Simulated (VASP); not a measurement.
# YN (Fm-3m) in VASP: further runs

Runs on YN. Level: PBEsol. Tasks: single point.

Program: VASP 6.6.1. These are calculated values, not measurements. Logs are shortened: lines on timing, memory, paths and dates and some standing lists are left out, and cuts for length are marked.

### 1 The cell of the first run

The structure is cubic, space group Fm-3m (No. 225). The conventional cell has a = 4.857 Å, b = 4.857 Å, c = 4.857 Å, α = 90.00°, β = 90.00°, γ = 90.00°. Y (site symmetry m-3m) has 6 N at 2.43 Å within 3.2 Å. N (site symmetry m-3m) has 6 Y at 2.43 Å within 3.2 Å.

### 2 Single point, PBEsol

INCAR reads:

```
SYSTEM = YN
PREC = Accurate ; ENCUT = 600
EDIFF = 1E-6 ; ISMEAR = 0
SIGMA = 0.01 ; LREAL = .False.
LASPH = .True. ; NELM = 120
ALGO = Normal ; ISIF = 2
LWAVE = .False. ; LCHARG = .False.
GGA = PS ; NBANDS = 15
GGA_COMPAT = .False.
```

KPOINTS reads:

```
Automatic mesh
0
Gamma
  10 10 10
  0 0 0
```

POSCAR reads:

```
YN
1.0
    0.0000000000      2.4283323743      2.4283323743
    2.4283323743      0.0000000000      2.4283323743
    2.4283323743      2.4283323743      0.0000000000
Y N
1 1
Direct
    0.0000000000      0.0000000000      0.0000000000
    0.5000000000      0.5000000000      0.5000000000
```

Potentials or basis: VASP PAW PBE potentials, release 64 (Y_sv, N).

Launch:

```
$ cat potpaw_PBE.64/Y_sv/POTCAR potpaw_PBE.64/N/POTCAR > POTCAR
$ mpirun -np 1 vasp_std > vasp.out
```

OUTCAR:

```text
SYSTEM = YN
   PREC = Accurate
   ENCUT = 600
   EDIFF = 1E-6
   ISMEAR = 0
   LREAL = .False.
   LASPH = .True.
   NELM = 120
   ISIF = 2
   GGA = PS

 ion  position               nearest neighbor table
   1  0.000  0.000  0.000-   2 2.43   2 2.43   2 2.43   2 2.43   2 2.43   2 2.43
   2  0.500  0.500  0.500-   1 2.43   1 2.43   1 2.43   1 2.43   1 2.43   1 2.43

  LATTYP: Found a face centered cubic cell.
 ALAT       =     4.8566647486

  Lattice vectors:

 A1 = (   0.0000000000,   2.4283323743,   2.4283323743)
 A2 = (   2.4283323743,   0.0000000000,   2.4283323743)
 A3 = (   2.4283323743,   2.4283323743,   0.0000000000)

Analysis of symmetry for initial positions (statically):
=====================================================================
 Subroutine PRICEL returns:
 Original cell was already a primitive cell.

 Routine SETGRP: Setting up the symmetry group for a
 face centered cubic supercell.

 Subroutine GETGRP returns: Found 48 space group operations
 (whereof 48 operations were pure point group operations)
 out of a pool of 48 trial point group operations.

The static configuration has the point symmetry O_h .

Analysis of symmetry for dynamics (positions and initial velocities):
=====================================================================
 Subroutine PRICEL returns:
 Original cell was already a primitive cell.

 Routine SETGRP: Setting up the symmetry group for a
 face centered cubic supercell.

 Subroutine GETGRP returns: Found 48 space group operations
 (whereof 48 operations were pure point group operations)
 out of a pool of 48 trial point group operations.

The dynamic configuration has the point symmetry O_h .

 Subroutine INISYM returns: Found 48 space group operations
 (whereof 48 operations are pure point group operations),
 and found     1 'primitive' translations

----------------------------------------------------------------------------------------

                                     Primitive cell

  volume of cell :      28.6388

  direct lattice vectors                    reciprocal lattice vectors
     0.000000000  2.428332374  2.428332374    -0.205902621  0.205902621  0.205902621
     2.428332374  0.000000000  2.428332374     0.205902621 -0.205902621  0.205902621
     2.428332374  2.428332374  0.000000000     0.205902621  0.205902621 -0.205902621

  length of vectors
     3.434180578  3.434180578  3.434180578     0.356633801  0.356633801  0.356633801

  position of ions in fractional coordinates (direct lattice)
     0.000000000  0.000000000  0.000000000
     0.500000000  0.500000000  0.500000000

  ion indices of the primitive-cell ions
   primitive index   ion index
                 1           1
                 2           2

----------------------------------------------------------------------------------------
[... 87 lines left out ...]
   IALGO  =     38    algorithm
   IMIX   =      4    mixing-type and parameters
     AMIX     =   0.40;   BMIX     =  1.00
     AMIX_MAG =   1.60;   BMIX_MAG =  1.00
  volume/ion in A,a.u.               =      14.32        96.63
  Fermi-wavevector in a.u.,A,eV,Ry     =   1.348332  2.547977 24.735364  1.817998
  Thomas-Fermi vector in A             =   2.476009
   LORBIT       =      0    0 simple, 1 ext, 2 COOP (PROOUT), +10 PAW based schemes
   GGA     = PS    functional components
   LHFCALC =     F    Hartree Fock is set to
   AEXX    =    0.0000 exact exchange contribution
   IVDW    =     0    specifies the selected vdW correction
   LEPSILON=     F    determine dielectric tensor
   LRPA    =     F    only Hartree local field effects (RPA)
 non-spin polarized calculation
 Gauss-broadening in eV      SIGMA  =   0.01
  energy-cutoff  :      600.00
  volume of cell :       28.64
 maximum number of plane-waves:       982
   NGX = 13   NGY = 13   NGZ = 13

 number of electron      16.0000001 magnetization

 Free energy of the ion-electron system (eV)
  ---------------------------------------------------
  ext. energy  EPLUGINS =         0.00000000
  ---------------------------------------------------
  free energy    TOTEN  =       -19.13239038 eV

  energy without entropy =      -19.13239038  energy(sigma->0) =      -19.13239038

 E-fermi :   4.1623     XC(G=0): -11.5427

 val. band max:        4.1269980018   @ k =   0.0000   0.0000   0.0000
 cond. band min:       4.1976198815   @ k =   0.5000   0.5000   0.0000
 fundamental gap:      0.0706218797
 Fermi energy:         4.1623012312

 k-point     1 :       0.0000    0.0000    0.0000
  band No.  band energies     occupation
      1     -36.4821      2.00000
      2     -16.1325      2.00000
      3     -16.1325      2.00000
      4     -16.1325      2.00000
      5      -8.7909      2.00000
      6       4.1270      2.00000
      7       4.1270      2.00000
      8       4.1270      2.00000
      9       7.2487      0.00000
     10       7.2487      0.00000
     11       7.2487      0.00000
     12       8.3821      0.00000
     13       9.3064      0.00000
     14       9.3064      0.00000
[... 401 lines left out ...]
      2     -16.9589      2.00000
      3     -16.4400      2.00000
      4     -16.4030      2.00000
      5      -7.9861      2.00000
      6       1.7050      2.00000
      7       3.1457      2.00000
      8       3.4289      2.00000
      9       5.1964      0.00000
     10      10.9095      0.00000
     11      11.0530      0.00000
     12      11.4492      0.00000
     13      11.4536      0.00000
     14      14.7069      0.00000
     15      17.8996      0.00000

 [... further k-points ...]

------------------------ aborting loop because EDIFF is reached ----------------------------------------

  FORCE on cell =-STRESS in cart. coord.  units (eV):
  Direction    XX          YY          ZZ          XY          YZ          ZX
  --------------------------------------------------------------------------------------
  -------------------------------------------------------------------------------------
  Total       -0.0417959     -0.0417959     -0.0417959      0.0000000     -0.0000000      0.0000000
  in kB       -2.3382434     -2.3382434     -2.3382434      0.0000000     -0.0000000      0.0000000
  external PRESSURE =      -2.3382434 kB  Pullay stress =       0.0000000 kB

 VOLUME and BASIS-vectors are now :
 -----------------------------------------------------------------------------
  energy-cutoff  :      600.00
  volume of cell :       28.64
      direct lattice vectors                 reciprocal lattice vectors
     0.000000000  2.428332374  2.428332374    -0.205902621  0.205902621  0.205902621
     2.428332374  0.000000000  2.428332374     0.205902621 -0.205902621  0.205902621
     2.428332374  2.428332374  0.000000000     0.205902621  0.205902621 -0.205902621

 POSITION                                       TOTAL-FORCE (eV/Angst)
 -----------------------------------------------------------------------------------
      0.00000      0.00000      0.00000        -0.000000     -0.000000     -0.000000
      2.42833      2.42833      2.42833         0.000000      0.000000      0.000000
 -----------------------------------------------------------------------------------
    total drift:                                0.000000      0.000000      0.000000

  FREE ENERGIE OF THE ION-ELECTRON SYSTEM (eV)
  ---------------------------------------------------
  free  energy   TOTEN  =       -19.1323903801 eV

  energy  without entropy=      -19.1323903800  energy(sigma->0) =      -19.13239038
```

OSZICAR:

```text
N       E                     dE             d eps       ncg     rms          rms(c)
DAV:   1     0.574734097077E+02    0.57473E+02   -0.91884E+03  1410   0.120E+03
DAV:   2    -0.193475900359E+02   -0.76821E+02   -0.70162E+02  1919   0.252E+02
DAV:   3    -0.224480926944E+02   -0.31005E+01   -0.30779E+01  1806   0.433E+01
DAV:   4    -0.225110552614E+02   -0.62963E-01   -0.62934E-01  1714   0.560E+00
DAV:   5    -0.225119791590E+02   -0.92390E-03   -0.92388E-03  1718   0.597E-01    0.332E+01
DAV:   6    -0.194003804571E+02    0.31116E+01   -0.76907E+00  1606   0.243E+01    0.341E+01
DAV:   7    -0.191727865813E+02    0.22759E+00   -0.54436E-01  1803   0.652E+00    0.244E+01
DAV:   8    -0.191558100642E+02    0.16977E-01   -0.25227E-01  2099   0.442E+00    0.930E+00
DAV:   9    -0.191321782720E+02    0.23632E-01   -0.33305E-02  1884   0.189E+00    0.158E+00
DAV:  10    -0.191324526596E+02   -0.27439E-03   -0.44171E-03  1550   0.607E-01    0.353E-01
DAV:  11    -0.191323979552E+02    0.54704E-04   -0.26163E-04  1753   0.139E-01    0.284E-01
DAV:  12    -0.191323896323E+02    0.83229E-05   -0.11839E-05  1837   0.325E-02    0.959E-02
DAV:  13    -0.191323903801E+02   -0.74783E-06   -0.15674E-06  1352   0.130E-02
   1 F= -.19132390E+02 E0= -.19132390E+02  d E =-.130156E-09
```

Wall time 67 s (1 thread of AMD EPYC 7R43 (Zen 3), shared host); peak memory 0.16 GiB.

What came out:

```
Free energy            : -19.1324 eV
Pressure               : -0.2 GPa
Band gap on the k mesh : 0.07 eV (least direct gap 0.44 eV)
```

Levels at points of the mesh, in eV from the valence-band top:
| k point | band 4 | band 5 | band 6 | band 7 | band 8 | band 9 | band 10 | band 11 | band 12 | band 13 |
| --- | --- | --- | --- | --- | --- | --- | --- | --- | --- | --- |
| (0.00, 0.00, 0.00) | -20.26 | -12.92 | 0.00 | 0.00 | 0.00 | 3.12 | 3.12 | 3.12 | 4.26 | 5.18 |
| (0.50, 0.00, 0.00) | -20.35 | -11.02 | -4.20 | -2.32 | -2.32 | 5.79 | 6.49 | 6.49 | 6.76 | 10.44 |
| (0.50, 0.50, 0.00) | -20.62 | -12.48 | -1.47 | -0.37 | -0.37 | 0.07 | 6.99 | 7.44 | 8.10 | 8.10 |

Caveat: the PAW data sets were made with another functional, which shifts forces and pressure a little.

### 3 Single point, PBEsol

INCAR reads:

```
PREC = Accurate
ENCUT = 600
EDIFF = 1E-6
ISMEAR = 0
SIGMA = 0.01
LREAL = F
LASPH = T
NELM = 120
ALGO = Normal
ISIF = 2
LWAVE = F
LCHARG = F
GGA = PS
NBANDS = 15
GGA_COMPAT = F
```

KPOINTS reads:

```
regular mesh
0
Gamma
  10 10 10
```

POSCAR is that of step 2.

Potentials or basis: VASP PAW PBE potentials, release 64 (Y_sv, N).

Launch:

```
$ cat potpaw_PBE.64/Y_sv/POTCAR potpaw_PBE.64/N/POTCAR > POTCAR
$ mpirun -np 1 vasp_std > vasp.out
```

Wall time 61 s (1 thread of AMD EPYC 7R43 (Zen 3), shared host); peak memory 0.16 GiB.

It converged, with:

* Free energy: -19.1324 eV
* Pressure: -0.2 GPa
* Band gap on the k mesh: 0.07 eV (least direct gap 0.44 eV)

Levels at points of the mesh, in eV from the valence-band top:
```
           k point  band 4  band 5  band 6  band 7  band 8  band 9  band 10  band 11  band 12  band 13
(0.00, 0.00, 0.00)  -20.26  -12.92    0.00    0.00    0.00    3.12     3.12     3.12     4.26     5.18
(0.50, 0.00, 0.00)  -20.35  -11.02   -4.20   -2.32   -2.32    5.79     6.49     6.49     6.76    10.44
(0.50, 0.50, 0.00)  -20.62  -12.48   -1.47   -0.37   -0.37    0.07     6.99     7.44     8.10     8.10
```

Caveat: the PAW data sets were made with another functional, which shifts forces and pressure a little.
